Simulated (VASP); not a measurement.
The system is B.

```xyz
4
Lattice="-1.6947 1.6947 2.7213 1.6947 -1.6947 2.7213 1.6947 1.6947 -2.7213" Properties=species:S:1:pos:R:3 pbc="T T T"
B     0.7466    2.4413    0.0000
B     0.9480   -0.7466    2.7213
B     0.7466    0.9480    2.7213
B     0.9480    0.7466    0.0000
```

The cell was generated, and may not be a known phase.

```yaml
Program: VASP 6.6.1
Task: relaxation of cell and atoms
Functional: PBE
Potentials_or_basis: VASP PAW PBE potentials, release 64 (B_h)
Cutoff: 1230 eV
k_mesh: 8 × 8 × 8
Occupations: gaussian, width 0.1 eV
Spin: no spin polarisation
```

At the start: pressure 9.3 GPa; volume 7.82 Å³/atom.

Question: How do energy, volume and symmetry change on relaxing?

Answer: Over 26 steps the energy falls by 715.3 meV/atom and the volume is 10.72 Å³/atom (+37.2 %); space group I4/mcm (No. 140, to 0.1 Å) before and after.

The path:
| step | energy change (eV) | largest force (eV/Å) | pressure (GPa) | volume (Å³) |
| --- | --- | --- | --- | --- |
| 1 | 0.0000 | 2.8323 | 9.26 | 31.26 |
| 2 | -1.2381 | 1.6361 | -19.11 | 33.34 |
| 3 | -1.3041 | 1.1311 | -23.20 | 33.79 |
| 4 | -1.8422 | 1.3299 | -10.69 | 31.76 |
| 5 | -1.8443 | 1.0865 | -11.88 | 31.88 |
| 6 | -2.2762 | 1.3583 | 12.27 | 29.96 |
| 7 | -2.2776 | 1.3852 | 14.25 | 29.83 |
| 8 | -2.4595 | 0.6156 | 10.93 | 30.84 |
| 9 | -2.4598 | 0.7295 | 10.83 | 30.90 |
| 10 | -2.5781 | 0.5246 | 3.40 | 32.54 |
| 11 | -2.6364 | 0.1437 | -7.73 | 35.69 |
| 12 | -2.7093 | 0.1379 | -5.58 | 36.42 |
| 13 | -2.7728 | 0.7699 | -1.13 | 37.72 |
| 14 | -2.7746 | 0.8921 | -0.31 | 37.98 |
| 15 | -2.8211 | 0.1327 | 1.68 | 38.45 |
| 16 | -2.8242 | 0.1512 | 2.66 | 38.63 |
| 17 | -2.8243 | 0.1185 | 2.54 | 38.61 |
| 18 | -2.8311 | 0.1707 | 1.41 | 39.15 |
| 19 | -2.8389 | 0.2951 | -1.47 | 40.67 |
| 20 | -2.8430 | 0.2341 | -1.47 | 40.93 |
| 21 | -2.8517 | 0.0526 | -1.49 | 41.70 |
| 22 | -2.8540 | 0.3362 | -1.49 | 43.26 |
| 23 | -2.8556 | 0.1793 | -1.50 | 42.65 |
| 24 | -2.8595 | 0.1312 | -0.50 | 42.72 |
| 25 | -2.8608 | 0.0813 | 0.51 | 42.79 |
| 26 | -2.8612 | 0.0006 | 0.27 | 42.88 |

Final structure:
```
B
1.0
    -1.63565    1.63565    4.00666
     1.63565   -1.63565    4.00666
     1.63565    1.63565   -4.00666
B
4
Direct
  0.67244 0.17244 0.84487
  0.32756 0.82756 0.15513
  0.82756 0.67244 0.50000
  0.17244 0.32756 0.50000
```

Caveat: the volume moved by over 15 % at a fixed basis, so the end points are rough.
